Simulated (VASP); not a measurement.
# Ir (Fm-3m) in VASP: notebook

Runs on Ir. Level: LDA. Tasks: single point.

Program: VASP 6.6.1. These are calculated values, not measurements. Logs are shortened: lines on timing, memory, paths and dates and some standing lists are left out, and cuts for length are marked.

## (1) The cell of the first run

Symmetry: Fm-3m, No. 225, cubic system. The conventional cell has a = 3.707 Å, b = 3.707 Å, c = 3.707 Å, α = 90.00°, β = 90.00°, γ = 90.00°. Within 3.5 Å of Ir (site symmetry m-3m) lie 12 Ir at 2.62 Å.

## (2) Single point, LDA, collinear spin, ferromagnetic start (volume scaled by 0.92)

INCAR

```
PREC = Accurate ; ENCUT = 520
EDIFF = 1E-6 ; ISMEAR = -1
SIGMA = 0.05 ; LREAL = False
LASPH = True ; NELM = 150
ALGO = Normal ; ISIF = 2
LWAVE = False ; LCHARG = False
ISPIN = 2 ; MAGMOM = 1
LORBIT = 11 ; LMAXMIX = 4
GGA = CA ; NBANDS = 14
```

KPOINTS

```
regular mesh
0
Gamma
  23 23 23
```

POSCAR

```
Ir
1.0
    0.0000000000      1.8535864588      1.8535864588
    1.8535864588      0.0000000000      1.8535864588
    1.8535864588      1.8535864588      0.0000000000
Ir
1
Direct
    0.0000000000      0.0000000000      0.0000000000
```

Potentials or basis: VASP PAW LDA potentials, release 64 (Ir).

The run is started by

```bash
cat potpaw_LDA.64/Ir/POTCAR > POTCAR
mpirun -np 1 vasp_std > vasp.out
```

OUTCAR:

```text
PREC = Accurate
   ENCUT = 520
   EDIFF = 1E-6
   ISMEAR = -1
   LREAL = False
   LASPH = True
   NELM = 150
   ISIF = 2
   ISPIN = 2
   LORBIT = 11
   GGA = CA

 ion  position               nearest neighbor table
   1  0.000  0.000  0.000-

  LATTYP: Found a face centered cubic cell.
 ALAT       =     3.7071729176

  Lattice vectors:

 A1 = (   0.0000000000,   1.8535864588,   1.8535864588)
 A2 = (   1.8535864588,   0.0000000000,   1.8535864588)
 A3 = (   1.8535864588,   1.8535864588,   0.0000000000)

Analysis of symmetry for initial positions (statically):
=====================================================================
 Subroutine PRICEL returns:
 Original cell was already a primitive cell.

 Routine SETGRP: Setting up the symmetry group for a
 face centered cubic supercell.

 Subroutine GETGRP returns: Found 48 space group operations
 (whereof 48 operations were pure point group operations)
 out of a pool of 48 trial point group operations.

The static configuration has the point symmetry O_h .

Analysis of symmetry for dynamics (positions and initial velocities):
=====================================================================
 Subroutine PRICEL returns:
 Original cell was already a primitive cell.

 Routine SETGRP: Setting up the symmetry group for a
 face centered cubic supercell.

 Subroutine GETGRP returns: Found 48 space group operations
 (whereof 48 operations were pure point group operations)
 out of a pool of 48 trial point group operations.

The dynamic configuration has the point symmetry O_h .

Analysis of structural, dynamic, and magnetic symmetry:
=====================================================================
 Subroutine PRICEL returns:
 Original cell was already a primitive cell.

 Routine SETGRP: Setting up the symmetry group for a
 face centered cubic supercell.

 Subroutine GETGRP returns: Found 48 space group operations
 (whereof 48 operations were pure point group operations)
 out of a pool of 48 trial point group operations.

The overall configuration has the point symmetry O_h .

 Subroutine INISYM returns: Found 48 space group operations
 (whereof 48 operations are pure point group operations),
 and found     1 'primitive' translations

----------------------------------------------------------------------------------------

                                     Primitive cell

  volume of cell :      12.7370

  direct lattice vectors                    reciprocal lattice vectors
     0.000000000  1.853586459  1.853586459    -0.269747331  0.269747331  0.269747331
     1.853586459  0.000000000  1.853586459     0.269747331 -0.269747331  0.269747331
     1.853586459  1.853586459  0.000000000     0.269747331  0.269747331 -0.269747331

  length of vectors
     2.621367109  2.621367109  2.621367109     0.467216082  0.467216082  0.467216082

  position of ions in fractional coordinates (direct lattice)
     0.000000000  0.000000000  0.000000000

  ion indices of the primitive-cell ions
   primitive index   ion index
                 1           1

----------------------------------------------------------------------------------------

 KPOINTS: regular mesh

Automatic generation of k-mesh.
 Grid dimensions read from file:
 generate k-points for:   23   23   23

 Generating k-lattice:

  Cartesian coordinates                     Fractional coordinates (reciprocal lattice)
    -0.011728145  0.011728145  0.011728145     0.043478261  0.000000000  0.000000000
     0.011728145 -0.011728145  0.011728145     0.000000000  0.043478261  0.000000000
     0.011728145  0.011728145 -0.011728145     0.000000000  0.000000000  0.043478261

  Length of vectors
     0.020313743  0.020313743  0.020313743

  Shift w.r.t. Gamma in fractional coordinates (k-lattice)
     0.000000000  0.000000000  0.000000000

 Subroutine IBZKPT returns following result:
 ===========================================

 Found    364 irreducible k-points:

 Following reciprocal coordinates:
            Coordinates               Weight
  0.000000  0.000000  0.000000      1.000000
  0.043478  0.000000  0.000000      8.000000
  0.086957  0.000000  0.000000      8.000000
  0.130435  0.000000  0.000000      8.000000
  0.173913  0.000000  0.000000      8.000000
  0.217391  0.000000  0.000000      8.000000
[... 16 lines left out ...]
  0.478261  0.043478  0.000000     24.000000
 -0.478261  0.043478  0.000000     24.000000
 [... further k-points ...]
   k-points           NKPTS =    364   k-points in BZ     NKDIM =    364   number of bands    NBANDS=     14
   number of dos      NEDOS =    301   number of ions     NIONS =      1
   total plane-waves  NPLWV =   8000
   dimension x,y,z NGX =    20 NGY =   20 NGZ =   20
   dimension x,y,z NGXF=    40 NGYF=   40 NGZF=   40
   ions per type =               1
   NGX,Y,Z   is equivalent  to a cutoff of  12.68, 12.68, 12.68 a.u.
   NGXF,Y,Z  is equivalent  to a cutoff of  25.37, 25.37, 25.37 a.u.
 SYSTEM =  unknown system
   PREC   = accura    normal or accurate (medium, high low for compatibility)
   ISTART =      0    job   : 0-new  1-cont  2-samecut
   ICHARG =      2    charge: 1-file 2-atom 10-const
   ISPIN  =      2    spin polarized calculation?
   LNONCOLLINEAR =      F non collinear calculations
   LSORBIT =      F    spin-orbit coupling
   LASPH  =      T    aspherical Exc in radial PAW
   ENCUT  =  520.0 eV  38.22 Ry    6.18 a.u.   4.87  4.87  4.87*2*pi/ulx,y,z
   NELM   =    150;   NELMIN=  2; NELMDL= -5     # of ELM steps
   EDIFF  = 0.1E-05   stopping-criterion for ELM
   LREAL  =      F    real-space projection
   EDIFFG = 0.1E-04   stopping-criterion for IOM
   NSW    =      0    number of steps for IOM
   IBRION =     -1    ionic relax: 0-MD 1-quasi-New 2-CG
   NFREE  =      0    steps in history (QN), initial steepest desc. (CG)
   ISIF   =      2    stress and relaxation
   ISYM   =      2    0-nonsym 1-usesym 2-fastsym
   POTIM  = 0.5000    time-step for ionic-motion
   TEBEG  =    0.0;   TEEND  =   0.0 temperature during run
   PSTRESS=    0.0 pullay stress
   NELECT =       9.0000    total number of electrons
   NUPDOWN=      -1.0000    fix difference up-down
   EMIN   =  10.00;   EMAX   =-10.00  energy-range for DOS
   EFERMI =   0.00;   METHOD = LEGACY
   ISMEAR =    -1;   SIGMA  =   0.05  broadening in eV -4-tet -1-fermi 0-gaus
[... 9 lines left out ...]
   GGA     = CA    functional components
   LHFCALC =     F    Hartree Fock is set to
   AEXX    =    0.0000 exact exchange contribution
   IVDW    =     0    specifies the selected vdW correction
   LEPSILON=     F    determine dielectric tensor
   LRPA    =     F    only Hartree local field effects (RPA)
 spin polarized calculation
  energy-cutoff  :      520.00
  volume of cell :       12.74
 maximum number of plane-waves:       352
   NGX =  9   NGY =  9   NGZ =  9

 number of electron       8.9999999 magnetization      -0.0006820

 number of electron       8.9999999 magnetization       0.0001655

 Free energy of the ion-electron system (eV)
  ---------------------------------------------------
  ext. energy  EPLUGINS =         0.00000000
  ---------------------------------------------------
  free energy    TOTEN  =       -10.17779468 eV

  energy without entropy =      -10.17234661  energy(sigma->0) =      -10.17507065

 E-fermi :  12.2381     XC(G=0): -14.7523

 val. band max:       12.2335152848   @ k =   0.3043   0.1739   0.0000
 cond. band min:      12.2415537728   @ k =  -0.3043   0.2174   0.0870
 fundamental gap:      0.0080384880
 Fermi energy:        12.2380967761

 spin component 1

 k-point     1 :       0.0000    0.0000    0.0000
  band No.  band energies     occupation
      1      -0.0056      1.00000
      2       7.6671      1.00000
      3       7.6671      1.00000
      4       7.6671      1.00000
      5      10.8816      1.00000
      6      10.8816      1.00000
      7      26.3307      0.00000
      8      32.5197      0.00000
      9      32.5197      0.00000
     10      32.5197      0.00000
     11      37.7446      0.00000
     12      44.7057      0.00000
     13      44.7057      0.00000
     14      44.7057      0.00000

 k-point     2 :       0.0435    0.0000    0.0000
  band No.  band energies     occupation
      1       0.0895      1.00000
      2       7.6122      1.00000
      3       7.7104      1.00000
      4       7.7104      1.00000
      5      10.8504      1.00000
      6      10.8504      1.00000
      7      26.5043      0.00000
      8      32.0175      0.00000
      9      32.6833      0.00000
     10      32.6833      0.00000
     11      38.3547      0.00000
     12      44.6394      0.00000
     13      44.6828      0.00000
     14      44.6828      0.00000
[... 343 lines left out ...]
      1       3.0539      1.00000
      2       7.4735      1.00000
      3       7.6421      1.00000
      4      10.6903      1.00000
      5      13.3605      0.00000
      6      13.6157      0.00000
      7      20.9282      0.00000
      8      26.1766      0.00000
      9      32.8746      0.00000
     10      33.1129      0.00000
     11      43.4851      0.00000
     12      43.9330      0.00000
     13      44.4517      0.00000
     14      44.9264      0.00000

 k-point    24 :      -0.4783    0.0435    0.0000
  band No.  band energies     occupation
      1       3.0465      1.00000
      2       7.4634      1.00000
      3       7.6113      1.00000
      4      10.9069      1.00000
      5      13.3205      0.00000
      6      13.8299      0.00000
      7      20.6547      0.00000
      8      26.0820      0.00000
      9      32.7345      0.00000
     10      32.9293      0.00000
     11      43.8431      0.00000
     12      44.0135      0.00000
     13      44.9016      0.00000
     14      44.9368      0.00000

 [... further k-points ...]

 spin component 2

 k-point     1 :       0.0000    0.0000    0.0000
  band No.  band energies     occupation
      1      -0.0055      1.00000
      2       7.6671      1.00000
      3       7.6671      1.00000
      4       7.6671      1.00000
      5      10.8816      1.00000
      6      10.8816      1.00000
      7      26.3308      0.00000
      8      32.5198      0.00000
      9      32.5198      0.00000
     10      32.5198      0.00000
     11      37.7447      0.00000
     12      44.7058      0.00000
     13      44.7058      0.00000
     14      44.7058      0.00000

 k-point     2 :       0.0435    0.0000    0.0000
  band No.  band energies     occupation
      1       0.0896      1.00000
      2       7.6123      1.00000
      3       7.7104      1.00000
      4       7.7104      1.00000
      5      10.8504      1.00000
      6      10.8504      1.00000
      7      26.5044      0.00000
      8      32.0175      0.00000
      9      32.6834      0.00000
     10      32.6834      0.00000
     11      38.3548      0.00000
     12      44.6395      0.00000
     13      44.6829      0.00000
     14      44.6829      0.00000
[... 343 lines left out ...]
      1       3.0540      1.00000
      2       7.4735      1.00000
      3       7.6421      1.00000
      4      10.6904      1.00000
      5      13.3605      0.00000
      6      13.6157      0.00000
      7      20.9283      0.00000
      8      26.1766      0.00000
      9      32.8746      0.00000
     10      33.1129      0.00000
     11      43.4851      0.00000
     12      43.9331      0.00000
     13      44.4519      0.00000
     14      44.9299      0.00000

 k-point    24 :      -0.4783    0.0435    0.0000
  band No.  band energies     occupation
      1       3.0465      1.00000
      2       7.4634      1.00000
      3       7.6113      1.00000
      4      10.9070      1.00000
      5      13.3205      0.00000
      6      13.8299      0.00000
      7      20.6547      0.00000
      8      26.0821      0.00000
      9      32.7346      0.00000
     10      32.9294      0.00000
     11      43.8431      0.00000
     12      44.0135      0.00000
     13      44.9060      0.00000
     14      44.9311      0.00000

 [... further k-points ...]
[... 5 lines left out ...]
  --------------------------------------------------------------------------------------
  -------------------------------------------------------------------------------------
  Total        3.5905876      3.5905876      3.5905876      0.0000000      0.0000000      0.0000000
  in kB      451.6557774    451.6557774    451.6557774      0.0000000      0.0000000      0.0000000
  external PRESSURE =     451.6557774 kB  Pullay stress =       0.0000000 kB

 VOLUME and BASIS-vectors are now :
 -----------------------------------------------------------------------------
  energy-cutoff  :      520.00
  volume of cell :       12.74
      direct lattice vectors                 reciprocal lattice vectors
     0.000000000  1.853586459  1.853586459    -0.269747331  0.269747331  0.269747331
     1.853586459  0.000000000  1.853586459     0.269747331 -0.269747331  0.269747331
     1.853586459  1.853586459  0.000000000     0.269747331  0.269747331 -0.269747331

 POSITION                                       TOTAL-FORCE (eV/Angst)
 -----------------------------------------------------------------------------------
      0.00000      0.00000      0.00000         0.000000      0.000000     -0.000000
 -----------------------------------------------------------------------------------
    total drift:                                0.000000      0.000000      0.000000

  FREE ENERGIE OF THE ION-ELECTRON SYSTEM (eV)
  ---------------------------------------------------
  free  energy   TOTEN  =       -10.1777946793 eV

  energy  without entropy=      -10.1723466138  energy(sigma->0) =      -10.17507065

 total charge

# of ion       s       p       d       tot
------------------------------------------
    1        0.744   0.890   7.188   8.822

 magnetization (x)

# of ion       s       p       d       tot
------------------------------------------
    1       -0.000   0.000   0.000   0.000
```

Run time: 2.9 min. Hardware: 1 thread of Intel Xeon 8259CL, shared host; peak memory 0.21 GiB.

Results:

| Property | Result |
| --- | --- |
| Free energy | -10.1778 eV |
| Pressure | 45.2 GPa |
| Net moment | 0.00 μB per cell |
| Valence electrons inside the program's atomic spheres | Ir 8.82 |

Caveat: the cell differs from its parent crystal (volume scaled by 0.92); spin-orbit coupling is left out, which moves the levels of the heavy elements.

## (3) Single point, LDA, collinear spin, ferromagnetic start (volume scaled by 0.96)

INCAR

```
ALGO = Normal
EDIFF = 1E-7
ENCUT = 520
ISIF = 2
ISMEAR = -1
ISPIN = 2
LASPH = True
LCHARG = False
LMAXMIX = 4
LORBIT = 11
LREAL = False
LWAVE = False
MAGMOM = 1
NBANDS = 14
NELM = 150
PREC = Accurate
SIGMA = 0.05
```

KPOINTS

```
k-points
0
Gamma
  23 23 23
```

POSCAR

```
Ir
1.0
    0.0000000000      1.8800698434      1.8800698434
    1.8800698434      0.0000000000      1.8800698434
    1.8800698434      1.8800698434      0.0000000000
Ir
1
Direct
    0.0000000000      0.0000000000      0.0000000000
```

Potentials or basis: VASP PAW LDA potentials, release 64 (Ir).

The run is started by

```bash
cat potpaw_LDA.64/Ir/POTCAR > POTCAR
mpirun -np 1 vasp_std > vasp.out
```

Run time: 2.2 min. Hardware: 1 thread of Intel Xeon 8259CL, shared host; peak memory 0.21 GiB.

It converged, with:

* Free energy: -10.2912 eV
* Pressure: 21.2 GPa
* Net moment: 0.00 μB per cell
* Valence electrons inside the program's atomic spheres: Ir 8.65

Levels at points of the mesh, in eV from the Fermi level:
Spin up:
| k point | band 1 | band 2 | band 3 | band 4 | band 5 | band 6 | band 7 | band 8 | band 9 |
| --- | --- | --- | --- | --- | --- | --- | --- | --- | --- |
| (0.00, 0.00, 0.00) | -11.76 | -4.28 | -4.28 | -4.28 | -1.27 | -1.27 | 14.22 | 20.14 | 20.14 |
Spin down:
```csv
k point,band 2,band 3,band 4,band 5,band 6,band 7
"(0.00, 0.00, 0.00)",-4.28,-4.28,-4.28,-1.27,-1.27,14.22
```

Caveat: the cell differs from its parent crystal (volume scaled by 0.96); spin-orbit coupling is left out, which moves the levels of the heavy elements.

## (4) Single point, LDA, collinear spin, ferromagnetic start

This run uses another cell than the first one, of 13.84 Å³/atom, 1.087 times its volume.

INCAR

```
SYSTEM = Ir
PREC     = Accurate       ! precision mode
ENCUT    = 520            ! plane-wave cutoff, eV
EDIFF    = 1E-7           ! SCF threshold, eV
ISMEAR   = -1             ! smearing method
SIGMA    = 0.05           ! smearing width, eV
LREAL    = .False.        ! projectors in reciprocal space
LASPH    = .True.         ! aspherical terms in the spheres
NELM     = 150            ! most SCF steps
ALGO     = Normal         ! electronic algorithm
ISIF     = 2              ! what is computed and relaxed
LWAVE    = .False.        ! write WAVECAR
LCHARG   = .False.        ! write CHGCAR
ISPIN    = 2              ! spin polarisation
MAGMOM   = 1              ! initial moments
LORBIT   = 11             ! projections on sites
LMAXMIX  = 4              ! l up to which the mixer works
GGA      = CA             ! functional
NBANDS   = 14             ! bands
```

KPOINTS

```
Automatic mesh
0
Gamma
  23 23 23
  0 0 0
```

POSCAR

```
Ir
1.0
    0.0000000000      1.9058274255      1.9058274255
    1.9058274255      0.0000000000      1.9058274255
    1.9058274255      1.9058274255      0.0000000000
Ir
1
Direct
    0.0000000000      0.0000000000      0.0000000000
```

The run is started by

```bash
cat potpaw_LDA.64/Ir/POTCAR > POTCAR
mpirun -np 1 vasp_std > vasp.out
```

Wall time 2.5 min (1 thread of Intel Xeon 8259CL, shared host); peak memory 0.21 GiB.

The run converged. Its results:

- Free energy: -10.3310 eV
- Pressure: 2.4 GPa
- Net moment: 0.00 μB per cell
- Valence electrons inside the program's atomic spheres: Ir 8.49

Levels at points of the mesh, in eV from the Fermi level:
Spin up:
| k point | band 2 | band 3 | band 4 | band 5 | band 6 | band 7 |
| --- | --- | --- | --- | --- | --- | --- |
| (0.00, 0.00, 0.00) | -4.02 | -4.02 | -4.02 | -1.20 | -1.20 | 14.33 |
Spin down:
| k point | band 1 | band 2 | band 3 | band 4 | band 5 | band 6 | band 7 | band 8 | band 9 |
| --- | --- | --- | --- | --- | --- | --- | --- | --- | --- |
| (0.00, 0.00, 0.00) | -11.31 | -4.02 | -4.02 | -4.02 | -1.20 | -1.20 | 14.33 | 20.00 | 20.00 |

Caveat: spin-orbit coupling is left out, which moves the levels of the heavy elements.

## (5) Single point, LDA, collinear spin, ferromagnetic start (volume scaled by 1.04)

INCAR

```
  PREC = Accurate
  ENCUT = 520
  EDIFF = 1E-6
  ISMEAR = -1
  SIGMA = 0.05
  LREAL = False
  LASPH = True
  NELM = 150
  ALGO = Normal
  ISIF = 2
  LWAVE = False
  LCHARG = True
  ISPIN = 2
  MAGMOM = 1
  LORBIT = 11
  LMAXMIX = 4
  LELF = True
  LVHAR = True
  NBANDS = 14
```

KPOINTS

```
Automatic mesh
0
Gamma
  23 23 23
```

POSCAR

```
Ir
1.0
    0.0000000000      1.9309069782      1.9309069782
    1.9309069782      0.0000000000      1.9309069782
    1.9309069782      1.9309069782      0.0000000000
Ir
1
Direct
    0.0000000000      0.0000000000      0.0000000000
```

The run is started by

```bash
cat potpaw_LDA.64/Ir/POTCAR > POTCAR
mpirun -np 1 vasp_std > vasp.out
```

It took 2.3 min on 1 thread of Intel Xeon 8259CL, shared host; peak memory 0.22 GiB.

Results (log left out):

```yaml
Free_energy: -10.3129 eV
Pressure: -12.4 GPa
Net_moment: 0.00 μB per cell
Valence_electrons_inside_the_program's_atomic_spheres: Ir 8.35
```

Levels at points of the mesh, in eV from the Fermi level:
Spin up:
```
           k point  band 2  band 3  band 4  band 5  band 6  band 7
(0.00, 0.00, 0.00)   -3.79   -3.79   -3.79   -1.13   -1.13   14.41
```
Spin down:
```
           k point  band 1  band 2  band 3  band 4  band 5  band 6  band 7  band 8  band 9
(0.00, 0.00, 0.00)  -10.89   -3.79   -3.79   -3.79   -1.13   -1.13   14.41   19.84   19.84
```

Caveat: the cell differs from its parent crystal (volume scaled by 1.04); spin-orbit coupling is left out, which moves the levels of the heavy elements.

## (6) Summary

```tsv
cell	gap on the mesh (eV)	pressure (GPa)	moment (μB)
a = 2.621 Å, angles 60.0°, 1 atom	none	45.2	0.00
a = 2.659 Å, angles 60.0°, 1 atom	none	21.2	0.00
a = 2.695 Å, angles 60.0°, 1 atom	none	2.4	0.00
a = 2.731 Å, angles 60.0°, 1 atom	none	-12.4	0.00
```

Alike in all rows: task single point; level LDA; potentials or basis VASP PAW LDA potentials, release 64 (Ir); spin collinear, ferromagnetic start; k mesh 23 × 23 × 23; cutoff (eV) 520; smearing fermi-dirac 0.05 eV.

Caveats: spin-orbit coupling is left out, which moves the levels of the heavy elements.

Total energies depend on the potentials used, so only differences within one code and one set of settings carry meaning.
